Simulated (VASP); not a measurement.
Write the native input for VASP 6.6.1 that does the following.

```
Task                   : single point
Functional             : PBEsol
Potentials or basis    : VASP PAW PBE potentials, release 64 (Co)
Cutoff                 : 520 eV
k mesh                 : 21 × 21 × 15
Occupations            : fermi-dirac, width 0.1 eV
Spin                   : no spin polarisation
Dipole correction      : no
Further INCAR settings : ALGO = Normal; EDIFF = 1e-06; NBANDS = 16
```

The structure of Co lies in POSCAR:

```
Co
1.0
   -2.8306200317      2.4643491344      1.1930980348
    2.4643491344     -2.8306200317      1.1930980348
    2.0672475446      2.0672475446     -1.8639238541
Co
2
Direct
    0.9889355944      0.0110644056      1.0000000000
    0.7610644056      0.2389355944      0.5000000000
```

One way to write it, as run:

INCAR

```
PREC = Accurate
ENCUT = 520
EDIFF = 1E-6
ISMEAR = -1
SIGMA = 0.1
LREAL = False
LASPH = True
NELM = 100
ALGO = Normal
ISIF = 2
LWAVE = False
LCHARG = True
GGA = PS
LELF = True
LVHAR = True
NBANDS = 16
```

KPOINTS

```
Automatic mesh
0
Gamma
  21 21 15
```

Potentials or basis: VASP PAW PBE potentials, release 64 (Co).

The run is started by

```console
$ cat potpaw_PBE.64/Co/POTCAR > POTCAR
$ mpirun -np 1 vasp_std > vasp.out
```

It gave:

| Property | Result |
| --- | --- |
| Pressure | -17.1 GPa |
| Largest force | 0.166 eV/Å |
| Band gap on the k mesh | zero (bands 9 and 10 overlap by 1.20 eV) |

Caveat: the cell stands under tension; the PAW data sets were made with another functional, which shifts forces and pressure a little; the run has no spin polarisation, though such a crystal can be magnetic.

Run time: 22 min on 1 thread of Intel(R) Xeon(R) Platinum 8259CL CPU @ 2.50GHz (Skylake/Cascade Lake), on a shared host, peak memory 0.63 GiB.
